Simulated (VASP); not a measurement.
Write the native input for VASP 6.6.1 that does the following.

```
Task                   : single point
Functional             : PBE
Potentials or basis    : VASP PAW PBE potentials, release 64 (Si, Ge_d)
Cutoff                 : 500 eV
k mesh                 : 6 × 6 × 2
Occupations            : methfessel-paxton, width 0.05 eV
Spin                   : no spin polarisation
Dipole correction      : no
Further INCAR settings : ALGO = Normal; EDIFF = 1e-06; NBANDS = 26
```

The structure of Si5Ge lies in POSCAR:

```
Si5Ge
1.0
    3.8731228747      0.0000000000      0.0000000000
   -1.9365614373      3.3542228015      0.0000000000
    0.0000000000      0.0000000000      9.4848246374
Si Ge
5 1
Direct
    0.0000000000      0.0000000000     -0.0032504489
    0.6666666667      0.3333333333      0.6665279476
    0.3333333333      0.6666666667      0.3366787532
    0.6666666667      0.3333333333      0.9153029420
    0.3333333333      0.6666666667      0.5846298178
    0.0000000000      0.0000000000      0.2501109882
```

The input as run:

INCAR

```
PREC     = Accurate       # precision mode
ENCUT    = 500            # plane-wave cutoff, eV
EDIFF    = 1E-6           # SCF threshold, eV
ISMEAR   = 1              # smearing method
SIGMA    = 0.05           # smearing width, eV
LREAL    = F              # projectors in reciprocal space
LASPH    = T              # aspherical terms in the spheres
NELM     = 120            # most SCF steps
ALGO     = Normal         # electronic algorithm
ISIF     = 2              # what is computed and relaxed
LWAVE    = F              # write WAVECAR
LCHARG   = F              # write CHGCAR
GGA      = PE             # functional
NBANDS   = 26             # bands
GGA_COMPAT= F
```

KPOINTS

```
regular mesh
0
Gamma
  6 6 2
```

Potentials or basis: VASP PAW PBE potentials, release 64 (Si, Ge_d).

The run is started by

```console
$ cat potpaw_PBE.64/Si/POTCAR potpaw_PBE.64/Ge_d/POTCAR > POTCAR
$ mpirun -np 1 vasp_std > vasp.out
```

It gave:

```json
{
 "Pressure": "1.6 GPa",
 "Largest force": "0.081 eV/Å",
 "Band gap on the k mesh": "0.65 eV (least direct gap 1.47 eV)"
}
```

Wall time 27 s on 1 thread of Intel(R) Xeon(R) Platinum 8488C (Sapphire Rapids), with other jobs on the host, peak memory 0.22 GiB.
